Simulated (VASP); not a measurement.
# Hf: single point with PBE

The system is Hf.

```xyz
2
Lattice="3.1967 0.0000 0.0000 -1.5983 2.7684 0.0000 0.0000 0.0000 5.0578" Properties=species:S:1:pos:R:3 pbc="T T T"
Hf    0.0000    1.8456    1.2645
Hf    1.5983    0.9228    3.7934
```

```yaml
Program: VASP 6.6.1
Task: single point
Functional: PBE
Potentials_or_basis: VASP PAW PBE potentials, release 64 (Hf_pv)
Cutoff: 520 eV
k_mesh: 13 × 13 × 7
Occupations: fermi-dirac, width 0.05 eV
Spin: no spin polarisation
Dipole_correction: no
k_mesh_for_the_DOS: 20 × 20 × 11
Occupations_for_the_DOS: tetrahedron
Further_INCAR_settings: ALGO = Normal; EDIFF = 1e-07
```

```json
{
 "Valence electrons inside the program's atomic spheres": "Hf 8.33"
}
```

Levels at points of the mesh, in eV from the Fermi level:
| k point | band 8 | band 9 | band 10 | band 11 | band 12 | band 13 |
| --- | --- | --- | --- | --- | --- | --- |
| (0.00, 0.00, 0.00) | -3.72 | 0.62 | 1.16 | 1.16 | 1.44 | 1.98 |
| (0.50, 0.00, 0.00) | -2.76 | -2.24 | -0.82 | 0.78 | 0.85 | 1.66 |

Run time: 2.6 min on 1 thread of Intel Xeon 8259CL, on a shared host, peak memory 0.26 GiB.

Caveat: spin-orbit coupling is left out, which moves the levels of the heavy elements.
